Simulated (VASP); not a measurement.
Input of a VASP 6.6.1 run:

POSCAR

```
Al16HO24
1.0
   -4.7540000000     -2.7447230000      4.3273330000
    4.7540000000     -2.7447230000      4.3273330000
    0.0000000000      5.4894460000      4.3273330000
Al O H
16 24 1
Direct
    0.3536905501      0.3512901311      0.3523324330
    0.1495329784      0.1459925173      0.1487648755
    0.6468605320      0.6479401506      0.6482045015
    0.8510237699      0.8532341865      0.8517655621
    0.8519527904      0.8516874878      0.3536838650
    0.6466654377      0.6481221355      0.1495165069
    0.1486035919      0.1475529744      0.6468495032
    0.3539067475      0.3511207956      0.8510103697
    0.8518640951      0.3511988813      0.8518481564
    0.6483655153      0.1477025774      0.6483525737
    0.1486942256      0.6480347554      0.1486836182
    0.3522053878      0.8515299139      0.3521801750
    0.3523333339      0.8530339370      0.8519510900
    0.1487755620      0.6488701826      0.6466405855
    0.6481953972      0.1462062464      0.1485970664
    0.8517710437      0.3503690586      0.3538823484
    0.4017843634      0.5970476115      0.7498158329
    0.7495243022      0.4028657400      0.5979156937
    0.5959627852      0.7499505846      0.4041334869
    0.5987587397      0.4022116211      0.2507145867
    0.2510436919      0.5963615224      0.4026328658
    0.4046123027      0.2492931674      0.5964040990
    0.9035263951      0.0972584428      0.7495033279
    0.2506046893      0.9034880267      0.5959392069
    0.0976905278      0.2491856355      0.4017767176
    0.0970253724      0.9019712286      0.2510235311
    0.7499498116      0.0957596196      0.4045919787
    0.9028609028      0.7500869139      0.5987525102
    0.9017664722      0.5974688982      0.2578602101
    0.2578736782      0.4011005989      0.0981127532
    0.0981122994      0.7571983959      0.9017645942
    0.0987840948      0.4017780002      0.7426912137
    0.7427235734      0.5981134514      0.9024260700
    0.9024227443      0.2420350823      0.0987842412
    0.4041384405      0.0952852404      0.2506030704
    0.7498184088      0.9011359092      0.0976749506
    0.5979116215      0.2488546885      0.9035163793
    0.5964142791      0.9039334117      0.7499555701
    0.2507126354      0.0981114345      0.9028409459
    0.4026286508      0.7503715614      0.0970165201
    0.0003486590      0.4995270818      0.0003366131
```

The input INCAR.step1:

```
SYSTEM = Al16HO24
PREC = Accurate
ENCUT = 520
ISMEAR = -1
SIGMA = 0.05
LREAL = Auto
LASPH = .TRUE.
NELM = 150
ISPIN = 2
MAGMOM = 0 0 0 0 0 0 0 0 0 0 0 0 0 0 0 0 0 0 0 0 0 0 0 0 0 0 0 0 0 0 0 0 0 0 0 0 0 0 0 0 1
NBANDS = 126
GGA = PE
ALGO = Normal
EDIFF = 1E-4
LWAVE = .TRUE.
LCHARG = .FALSE.
```

INCAR.step2

```
SYSTEM = Al16HO24
PREC = Accurate
ENCUT = 520
EDIFF = 1E-6
ISMEAR = -1
SIGMA = 0.05
LREAL = Auto
LASPH = .TRUE.
NELM = 150
ALGO = Normal
ISIF = 2
LWAVE = .FALSE.
LCHARG = .TRUE.
ISPIN = 2
MAGMOM = 0 0 0 0 0 0 0 0 0 0 0 0 0 0 0 0 0 0 0 0 0 0 0 0 0 0 0 0 0 0 0 0 0 0 0 0 0 0 0 0 1
LORBIT = 11
METAGGA = R2SCAN
LMIXTAU = .TRUE.
IVDW = 12
VDW_S6 = 1.0
VDW_S8 = 0.78981345
VDW_A1 = 0.49484001
VDW_A2 = 5.73083694
LELF = .TRUE.
LVHAR = .TRUE.
NBANDS = 126
ISTART = 1
```

Contents of KPOINTS:

```
Automatic mesh
0
G
  1 1 1
  0 0 0
```

Potentials or basis: VASP PAW PBE potentials, release 64 (Al, O, H).

Run with:

```sh
$ cat potpaw_PBE.64/Al/POTCAR potpaw_PBE.64/O/POTCAR potpaw_PBE.64/H/POTCAR > POTCAR
$ cp INCAR.step1 INCAR
$ mpirun -np 1 vasp_gam > vasp.out
$ cp INCAR.step2 INCAR
$ mpirun -np 1 vasp_gam > vasp.out
```

Task: Predict the dispersion energy per atom.

Result: -0.111 eV.

Task: Estimate the band gap on the k mesh.

Result: 3.14 eV.

Stress tensor (GPa, compression positive):
```
-0.36  0.00  0.00
 0.00 -0.36  0.00
 0.00  0.00 -0.14
```

Caveat: the k points lie up to 0.90 Å⁻¹ apart; the PAW data sets were made with another functional, which shifts forces and pressure a little.
